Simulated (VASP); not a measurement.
Here is a VASP 6.6.1 calculation.

File INCAR:

```
ALGO     = Normal         # electronic algorithm
EDIFF    = 1E-6           # SCF threshold, eV
ENCUT    = 520            # plane-wave cutoff, eV
GGA      = PE             # functional
ISIF     = 2              # what is computed and relaxed
ISMEAR   = 0              # smearing method
LASPH    = T              # aspherical terms in the spheres
LCHARG   = F              # write CHGCAR
LREAL    = F              # projectors in reciprocal space
LWAVE    = F              # write WAVECAR
NBANDS   = 20             # bands
NELM     = 60             # most SCF steps
PREC     = Accurate       # precision mode
SIGMA    = 0.1            # smearing width, eV
```

Contents of KPOINTS:

```
k-points
0
Gamma
  12 12 6
```

The input POSCAR:

```
Hf2H3
1.0
    3.1772649256      0.0000000000      0.0000000000
   -1.5886324628      2.7515921401      0.0000000000
    0.0000000000      0.0000000000      6.6083381110
Hf H
2 3
Direct
    0.0000000000      0.0000000000      0.2283987692
    0.0000000000      0.0000000000      0.7716012308
    0.3333333333      0.6666666667      0.0000000000
    0.6666666667      0.3333333333      0.0000000000
    0.0000000000      0.0000000000      0.5000000000
```

Potentials or basis: VASP PAW PBE potentials, release 64 (Hf_pv, H).

Command:

```console
$ cat potpaw_PBE.64/Hf_pv/POTCAR potpaw_PBE.64/H/POTCAR > POTCAR
$ mpirun -np 1 vasp_std > vasp.out
```

Problem. Estimate the pressure.

Solution. -0.5 GPa.

Problem. What does it give for the largest force?

Solution. 0.025 eV/Å.

Forces in eV/Å, atoms in the order of the input:
```
Hf   0.000  0.000 -0.025
Hf   0.000  0.000  0.025
H    0.000  0.000  0.000
H    0.000  0.000  0.000
H    0.000  0.000  0.000
```
